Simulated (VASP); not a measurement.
## SnO2: single point with PBEsol

SnO2:

```
CELL_PARAMETERS angstrom
-3.21196 3.37241 3.37241
3.21196 -3.37241 3.37241
3.21196 3.37241 -3.37241
ATOMIC_POSITIONS crystal
Sn 0.50000 0.00000 0.00000
Sn 0.50000 0.50000 0.50000
Sn 0.00000 0.75000 0.25000
Sn 0.00000 0.25000 0.75000
O 0.80628 0.80628 0.50000
O 0.80628 0.30628 0.00000
O 0.30628 0.25000 0.05628
O 0.69372 0.25000 0.44372
O 0.30628 0.75000 0.55628
O 0.19372 0.69372 0.00000
O 0.69372 0.75000 0.94372
O 0.19372 0.19372 0.50000
```

```
Program             : VASP 6.6.1
Task                : single point
Functional          : PBEsol
Potentials or basis : VASP PAW PBE potentials, release 64 (Sn_d, O)
Cutoff              : 520 eV
k mesh              : 6 × 6 × 6
Occupations         : fermi-dirac, width 0.05 eV
Spin                : no spin polarisation
```

The pressure is 0.6 GPa and the largest force is 0.015 eV/Å. The band gap on the k mesh is 0.91 eV.

Forces on the atoms (eV/Å):
```
Sn   0.000  0.000  0.000
Sn   0.000  0.000  0.000
Sn   0.000  0.000  0.000
Sn   0.000  0.000  0.000
O    0.000  0.000 -0.015
O    0.000  0.000 -0.015
O    0.000 -0.015  0.000
O    0.000  0.015  0.000
O    0.000 -0.015  0.000
O    0.000  0.000  0.015
O    0.000  0.015  0.000
O    0.000  0.000  0.015
```

Stress tensor (GPa, compression positive):
```
0.86 0.00 0.00
0.00 0.53 0.00
0.00 0.00 0.53
```

Levels at points of the mesh, in eV from the valence-band top:
```csv
k point,band 50,band 51,band 52,band 53,band 54,band 55
"(0.00, 0.00, 0.00)",-0.78,-0.78,0.00,0.91,4.55,4.55
"(0.50, 0.00, 0.00)",-0.73,-0.63,-0.63,4.13,4.13,6.14
"(0.00, 0.50, 0.00)",-0.85,-0.51,-0.51,4.27,4.27,5.88
"(0.50, 0.50, 0.50)",-1.25,-0.89,-0.89,4.53,4.53,5.87
```

Wall time 6.7 min on 1 thread of Intel(R) Xeon(R) Platinum 8259CL CPU @ 2.50GHz (Skylake/Cascade Lake) (shared host), peak memory 0.42 GiB.

Caveat: the PAW data sets were made with another functional, which shifts forces and pressure a little; spin-orbit coupling is left out, which moves the levels of the heavy elements.
